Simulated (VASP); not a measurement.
Here is a VASP 6.6.1 calculation.

File INCAR:

```
SYSTEM = AgCl
PREC = Accurate
ENCUT = 630
EDIFF = 1E-6
ISMEAR = -1
SIGMA = 0.02
LREAL = .False.
LASPH = .True.
NELM = 120
ALGO = Normal
ISIF = 2
LWAVE = .False.
LCHARG = .False.
GGA = PE
NBANDS = 20
GGA_COMPAT = .False.
```

Contents of KPOINTS:

```
regular mesh
0
Gamma
  8 8 8
  0 0 0
```

POSCAR

```
AgCl
1.0
    3.5775915610      0.0000000000      0.0000000000
    0.0000000000      3.5775915610      0.0000000000
    0.0000000000      0.0000000000      3.5775915610
Ag Cl
1 1
Direct
    0.0000000000      0.0000000000      0.0000000000
    0.5000000000      0.5000000000      0.5000000000
```

Potentials or basis: VASP PAW PBE potentials, release 64 (Ag_sv_GW, Cl).

Run with:

```console
$ cat potpaw_PBE.64/Ag_sv_GW/POTCAR potpaw_PBE.64/Cl/POTCAR > POTCAR
$ mpirun -np 1 vasp_std > vasp.out
```

(1) Estimate the pressure.

(2) Predict the band gap on the k mesh.

Results:

(1) -4.4 GPa.

(2) 0.57 eV (least direct gap 1.71 eV).

Caveat: the cell differs from its parent crystal (strain +5.4%); the cell stands under tension; the structure was generated, so it needn't be the stable form of AgCl; semilocal functionals underestimate gaps, and a narrow one can read as zero.
